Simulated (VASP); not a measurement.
Input of a VASP 6.6.1 run:

The input INCAR:

```
PREC = Accurate
ENCUT = 520
EDIFF = 1E-7
ISMEAR = 0
SIGMA = 0.15
LREAL = F
LASPH = T
NELM = 60
ALGO = Fast
ISIF = 2
LWAVE = F
LCHARG = T
GGA = PE
LELF = T
LVHAR = T
NBANDS = 13
```

The input KPOINTS:

```
Automatic mesh
0
Gamma
  16 16 16
```

POSCAR

```
Mo
1.0
   -1.6263992135      1.4505185643      1.4769928303
    1.6630522841     -1.5883028006      1.6514301372
    1.6387096038      1.6006131909     -1.6147770666
Mo
1
Direct
    0.0000000000      0.0000000000      0.0000000000
```

Potentials or basis: VASP PAW PBE potentials, release 64 (Mo_sv).

Run with:

```console
$ cat potpaw_PBE.64/Mo_sv/POTCAR > POTCAR
$ mpirun -np 1 vasp_std > vasp.out
```

Problem. Estimate the pressure.

Solution. 3.2 GPa.

Problem. Predict the band gap on the k mesh.

Solution. Zero (bands 7 and 8 overlap by 4.17 eV).

Stress tensor (GPa, compression positive):
```
-8.37 -1.47 -2.63
-1.47 12.61  8.00
-2.63  8.00  5.35
```

Caveat: the cell stands under pressure.
